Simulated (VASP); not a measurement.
A run of VASP 6.6.1:

Contents of POSCAR:

```
CaSe
1.0
    0.0000000000      2.8105482325      2.8105482325
    2.8105482325      0.0000000000      2.8105482325
    2.8105482325      2.8105482325      0.0000000000
Ca Se
1 1
Direct
    0.0000000000      0.0000000000      0.0000000000
    0.5000000000      0.5000000000      0.5000000000
```

Contents of INCAR.step1:

```
SYSTEM = CaSe
ALGO = Normal
EDIFF = 1E-4
ENCUT = 520
GGA = PE
ISMEAR = 0
LASPH = .TRUE.
LCHARG = .FALSE.
LREAL = .FALSE.
LWAVE = .TRUE.
NBANDS = 15
NELM = 100
PREC = Accurate
SIGMA = 0.01
```

File INCAR.step2:

```
SYSTEM = CaSe
ALGO = Normal
EDIFF = 1E-6
ENCUT = 520
ISIF = 2
ISMEAR = 0
ISTART = 1
LASPH = .TRUE.
LCHARG = .TRUE.
LELF = .TRUE.
LMIXTAU = .TRUE.
LREAL = .FALSE.
LVHAR = .TRUE.
LWAVE = .FALSE.
METAGGA = R2SCAN
NBANDS = 15
NELM = 100
PREC = Accurate
SIGMA = 0.01
```

Contents of KPOINTS:

```
k-points
0
G
  8 8 8
  0 0 0
```

Potentials or basis: VASP PAW PBE potentials, release 64 (Ca_sv, Se).

Launch:

```console
$ cat potpaw_PBE.64/Ca_sv/POTCAR potpaw_PBE.64/Se/POTCAR > POTCAR
$ cp INCAR.step1 INCAR
$ mpirun -np 1 vasp_std > vasp.out
$ cp INCAR.step2 INCAR
$ mpirun -np 1 vasp_std > vasp.out
```

Hardware: 1 thread of Intel Xeon 8259CL (shared host).

Task: Estimate the wall time of this run.

Result: Run time: 110 s on 1 thread of Intel Xeon 8259CL, on a shared host, peak memory 0.18 GiB. Counts: k points 29.
